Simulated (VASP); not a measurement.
Write the native input for VASP 6.6.1 that does the following.

```yaml
Task: single point
Functional: PBE
Potentials_or_basis: VASP PAW PBE potentials, release 64 (Be, S)
Cutoff: 520 eV
k_mesh: 10 × 10 × 10
Occupations: gaussian, width 0.01 eV
Spin: no spin polarisation
Dipole_correction: no
Further_INCAR_settings: ALGO = Normal; EDIFF = 1e-06; NBANDS = 11
```

The structure of BeS lies in POSCAR:

```
BeS
1.0
    0.0000000000      2.4343066356      2.4343066356
    2.4343066356      0.0000000000      2.4343066356
    2.4343066356      2.4343066356      0.0000000000
Be S
1 1
Direct
    0.0000000000      0.0000000000      0.0000000000
    0.2500000000      0.2500000000      0.2500000000
```

These files were run (other wordings do the same):

INCAR

```
SYSTEM = BeS
PREC = Accurate
ENCUT = 520
EDIFF = 1E-6
ISMEAR = 0
SIGMA = 0.01
LREAL = .False.
LASPH = .True.
NELM = 60
ALGO = Normal
ISIF = 2
LWAVE = .False.
LCHARG = .False.
GGA = PE
NBANDS = 11
```

KPOINTS

```
regular mesh
0
Gamma
  10 10 10
  0 0 0
```

Potentials or basis: VASP PAW PBE potentials, release 64 (Be, S).

Command:

```console
$ cat potpaw_PBE.64/Be/POTCAR potpaw_PBE.64/S/POTCAR > POTCAR
$ mpirun -np 1 vasp_std > vasp.out
```

Results of the run:

- Pressure: 0.4 GPa
- Band gap on the k mesh: 3.14 eV (least direct gap 5.67 eV)

Run time: 19 s on 1 thread of Intel Xeon 8259CL, on a shared host, peak memory 0.15 GiB.
